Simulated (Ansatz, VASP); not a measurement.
## Two plane-wave programs on Ge

File INCAR:

```
SYSTEM = Ge
  PREC = Accurate
  ENCUT = 520
  EDIFF = 1E-6
  ISMEAR = -1
  SIGMA = 0.05
  LREAL = .FALSE.
  LASPH = .TRUE.
  NELM = 60
  ALGO = Normal
  ISIF = 2
  LWAVE = .FALSE.
  LCHARG = .TRUE.
  GGA = PE
  LELF = .TRUE.
  LVHAR = .TRUE.
  NBANDS = 21
```

Contents of KPOINTS:

```
Automatic mesh
0
G
  9 9 9
  0 0 0
```

Contents of POSCAR:

```
Ge
1.0
    0.0000000000      2.9970826658      2.9970826658
    2.9970826658      0.0000000000      2.9970826658
    2.9970826658      2.9970826658      0.0000000000
Ge
2
Direct
    0.5000000000      0.5000000000      0.5000000000
    0.7500000000      0.7500000000      0.7500000000
```

Input for Ansatz:

```yaml
crystal:
  lattice:
    - [0.0, 2.9970826658, 2.9970826658]
    - [2.9970826658, 0.0, 2.9970826658]
    - [2.9970826658, 2.9970826658, 0.0]
  atoms:
    - { symbol: Ge, position: [0.5, 0.5, 0.5] }
    - { symbol: Ge, position: [0.75, 0.75, 0.75] }
hamiltonian:
  xc: pbe
  pseudopotentials:
    kind: paw
    azcp:
      Ge: "pseudopotentials/Ge.paw.azcp"
basis:
  ecutwfc: 420
  fft_grid_basis: typed
kpoints:
  mp_grid: { grid: [9, 9, 9], shift: [0, 0, 0] }
magnetization:
  spin_polarized: false
scf:
  occupations: { method: fermi_dirac, width: 0.05 }
output:
  stress: true
```

Alike in both runs: task single point; functional PBE; k mesh 9 × 9 × 9; occupations fermi-dirac, width 0.05 eV; no spin polarisation.

```csv
,VASP,Ansatz
version,VASP 6.6.1,Ansatz 0.2.0
potentials or method,"VASP PAW PBE potentials, release 64 (Ge_d), cutoff 520 eV","plane waves (420 eV) with PAW, scalar-relativistic"
valence electrons in the cell,28,28
```

```tsv
	VASP	Ansatz	Ansatz less VASP
pressure (GPa)	-5.2	-5.2	+0.06
```

With one functional, cell and mesh, what is left measures potentials, basis and numerics.
